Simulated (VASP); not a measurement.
# BP (F-43m) in VASP: further runs, part 2 of 2

VASP 6.6.1. Earlier steps stand in the parts before.

### 3 Single point, LDA

INCAR

```
PREC     = Accurate       # precision mode
ENCUT    = 500            # plane-wave cutoff, eV
EDIFF    = 1E-6           # SCF threshold, eV
ISMEAR   = 0              # smearing method
SIGMA    = 0.05           # smearing width, eV
LREAL    = False          # projectors in reciprocal space
LASPH    = True           # aspherical terms in the spheres
NELM     = 120            # most SCF steps
ALGO     = Normal         # electronic algorithm
ISIF     = 2              # what is computed and relaxed
LWAVE    = False          # write WAVECAR
LCHARG   = False          # write CHGCAR
GGA      = CA             # functional
NBANDS   = 11             # bands
GGA_COMPAT= False
```

KPOINTS

```
Automatic mesh
0
Gamma
  10 10 10
```

POSCAR

```
BP
1.0
    0.0000000000      2.2690000000      2.2690000000
    2.2690000000      0.0000000000      2.2690000000
    2.2690000000      2.2690000000      0.0000000000
B P
1 1
Direct
    0.0000000000      0.0000000000      0.0000000000
    0.7500000000      0.7500000000      0.7500000000
```

Potentials or basis: VASP PAW LDA potentials, release 64 (B, P).

Run with:

```bash
$ cat potpaw_LDA.64/B/POTCAR potpaw_LDA.64/P/POTCAR > POTCAR
$ mpirun -np 1 vasp_std > vasp.out
```

OUTCAR:

```text
PREC = Accurate
   ENCUT = 500
   EDIFF = 1E-6
   ISMEAR = 0
   LREAL = False
   LASPH = True
   NELM = 120
   ISIF = 2
   GGA = CA

 ion  position               nearest neighbor table
   1  0.000  0.000  0.000-   2 1.97   2 1.97   2 1.97   2 1.97
   2  0.750  0.750  0.750-   1 1.97   1 1.97   1 1.97   1 1.97

  LATTYP: Found a face centered cubic cell.
 ALAT       =     4.5380000000

  Lattice vectors:

 A1 = (   0.0000000000,   2.2690000000,   2.2690000000)
 A2 = (   2.2690000000,   0.0000000000,   2.2690000000)
 A3 = (   2.2690000000,   2.2690000000,   0.0000000000)

Analysis of symmetry for initial positions (statically):
=====================================================================
 Subroutine PRICEL returns:
 Original cell was already a primitive cell.

 Routine SETGRP: Setting up the symmetry group for a
 face centered cubic supercell.

 Subroutine GETGRP returns: Found 24 space group operations
 (whereof 24 operations were pure point group operations)
 out of a pool of 48 trial point group operations.

The static configuration has the point symmetry T_d .

Analysis of symmetry for dynamics (positions and initial velocities):
=====================================================================
 Subroutine PRICEL returns:
 Original cell was already a primitive cell.

 Routine SETGRP: Setting up the symmetry group for a
 face centered cubic supercell.

 Subroutine GETGRP returns: Found 24 space group operations
 (whereof 24 operations were pure point group operations)
 out of a pool of 48 trial point group operations.

The dynamic configuration has the point symmetry T_d .

 Subroutine INISYM returns: Found 24 space group operations
 (whereof 24 operations are pure point group operations),
 and found     1 'primitive' translations

----------------------------------------------------------------------------------------

                                     Primitive cell
[... 112 lines left out ...]
  volume/ion in A,a.u.               =      11.68        78.83
  Fermi-wavevector in a.u.,A,eV,Ry     =   1.145320  2.164342 17.847562  1.311759
  Thomas-Fermi vector in A             =   2.282009
   LORBIT       =      0    0 simple, 1 ext, 2 COOP (PROOUT), +10 PAW based schemes
   GGA     = CA    functional components
   LHFCALC =     F    Hartree Fock is set to
   AEXX    =    0.0000 exact exchange contribution
   IVDW    =     0    specifies the selected vdW correction
   LEPSILON=     F    determine dielectric tensor
   LRPA    =     F    only Hartree local field effects (RPA)
 non-spin polarized calculation
 Gauss-broadening in eV      SIGMA  =   0.05
  energy-cutoff  :      500.00
  volume of cell :       23.36
 maximum number of plane-waves:       609
   NGX = 11   NGY = 11   NGZ = 11

 number of electron       8.0000000 magnetization

 Free energy of the ion-electron system (eV)
  ---------------------------------------------------
  ext. energy  EPLUGINS =         0.00000000
  ---------------------------------------------------
  free energy    TOTEN  =       -14.38680264 eV

  energy without entropy =      -14.38680264  energy(sigma->0) =      -14.38680264

 E-fermi :   7.7010     XC(G=0): -11.0880

 val. band max:        7.4060218631   @ k =   0.0000   0.0000   0.0000
 cond. band min:       8.5936612214   @ k =   0.4000   0.4000   0.0000
 fundamental gap:      1.1876393582
 Fermi energy:         7.7010004290

 k-point     1 :       0.0000    0.0000    0.0000
  band No.  band energies     occupation
      1      -7.9842      2.00000
      2       7.4060      2.00000
      3       7.4060      2.00000
      4       7.4060      2.00000
      5      10.7845      0.00000
      6      10.7845      0.00000
      7      10.7845      0.00000
      8      14.7749      0.00000
      9      18.6626      0.00000
     10      19.5875      0.00000
     11      19.5875      0.00000
[... 309 lines left out ...]
 k-point    24 :       0.4000    0.3000    0.0000
  band No.  band energies     occupation
      1      -5.0495      2.00000
      2       1.3181      2.00000
      3       3.3606      2.00000
      4       3.8986      2.00000
      5       9.1650      0.00000
      6      10.9469      0.00000
      7      16.8108      0.00000
      8      16.8190      0.00000
      9      21.2369      0.00000
     10      22.6862      0.00000
     11      24.2423      0.00000

 [... further k-points ...]
[... 5 lines left out ...]
  --------------------------------------------------------------------------------------
  -------------------------------------------------------------------------------------
  Total       -0.7750080     -0.7750080     -0.7750080      0.0000000      0.0000000      0.0000000
  in kB      -53.1475522    -53.1475522    -53.1475522      0.0000000      0.0000000      0.0000000
  external PRESSURE =     -53.1475522 kB  Pullay stress =       0.0000000 kB

 VOLUME and BASIS-vectors are now :
 -----------------------------------------------------------------------------
  energy-cutoff  :      500.00
  volume of cell :       23.36
      direct lattice vectors                 reciprocal lattice vectors
     0.000000000  2.269000000  2.269000000    -0.220361393  0.220361393  0.220361393
     2.269000000  0.000000000  2.269000000     0.220361393 -0.220361393  0.220361393
     2.269000000  2.269000000  0.000000000     0.220361393  0.220361393 -0.220361393

 POSITION                                       TOTAL-FORCE (eV/Angst)
 -----------------------------------------------------------------------------------
      0.00000      0.00000      0.00000        -0.000000     -0.000000     -0.000000
      3.40350      3.40350      3.40350         0.000000      0.000000      0.000000
 -----------------------------------------------------------------------------------
    total drift:                               -0.000000     -0.000000     -0.000000

  FREE ENERGIE OF THE ION-ELECTRON SYSTEM (eV)
  ---------------------------------------------------
  free  energy   TOTEN  =       -14.3868026409 eV

  energy  without entropy=      -14.3868026409  energy(sigma->0) =      -14.38680264
```

OSZICAR:

```text
N       E                     dE             d eps       ncg     rms          rms(c)
DAV:   1     0.782591546243E+01    0.78259E+01   -0.38389E+03  1034   0.627E+02
DAV:   2    -0.145822503642E+02   -0.22408E+02   -0.21445E+02  1323   0.110E+02
DAV:   3    -0.152092120103E+02   -0.62696E+00   -0.62547E+00  1292   0.160E+01
DAV:   4    -0.152117331191E+02   -0.25211E-02   -0.25209E-02  1168   0.118E+00
DAV:   5    -0.152117463599E+02   -0.13241E-04   -0.13241E-04  1277   0.863E-02    0.734E+00
DAV:   6    -0.145115980726E+02    0.70015E+00   -0.16084E+00  1169   0.541E+00    0.386E+00
DAV:   7    -0.143994442804E+02    0.11215E+00   -0.24959E-01  1274   0.250E+00    0.128E+00
DAV:   8    -0.143867624790E+02    0.12682E-01   -0.31018E-02  1193   0.941E-01    0.218E-01
DAV:   9    -0.143868047322E+02   -0.42253E-04   -0.80509E-04  1184   0.196E-01    0.152E-01
DAV:  10    -0.143868008319E+02    0.39002E-05   -0.12855E-04  1139   0.645E-02    0.343E-02
DAV:  11    -0.143868031495E+02   -0.23176E-05   -0.68631E-06  1256   0.135E-02    0.394E-02
DAV:  12    -0.143868026409E+02    0.50858E-06   -0.25530E-06   695   0.666E-03
   1 F= -.14386803E+02 E0= -.14386803E+02  d E =-.648488E-19
```

Wall time 3.7 s (1 thread of Intel Xeon 6975P-C (Granite Rapids), shared host); peak memory 0.12 GiB.

What came out:

| Quantity | Value |
| --- | --- |
| Free energy | -14.3868 eV |
| Pressure | -5.3 GPa |
| Band gap on the k mesh | 1.19 eV, indirect (least direct gap 3.38 eV) |

Levels at points of the mesh, in eV from the valence-band top:
| k point | band 1 | band 2 | band 3 | band 4 | band 5 | band 6 | band 7 | band 8 | band 9 |
| --- | --- | --- | --- | --- | --- | --- | --- | --- | --- |
| (0.00, 0.00, 0.00) | -15.39 | 0.00 | 0.00 | 0.00 | 3.38 | 3.38 | 3.38 | 7.37 | 11.26 |
| (0.50, 0.00, 0.00) | -12.06 | -9.01 | -1.75 | -1.75 | 3.78 | 4.68 | 4.68 | 9.92 | 14.54 |
| (0.50, 0.50, 0.00) | -10.56 | -8.49 | -4.11 | -4.11 | 1.30 | 1.55 | 12.00 | 12.00 | 14.97 |
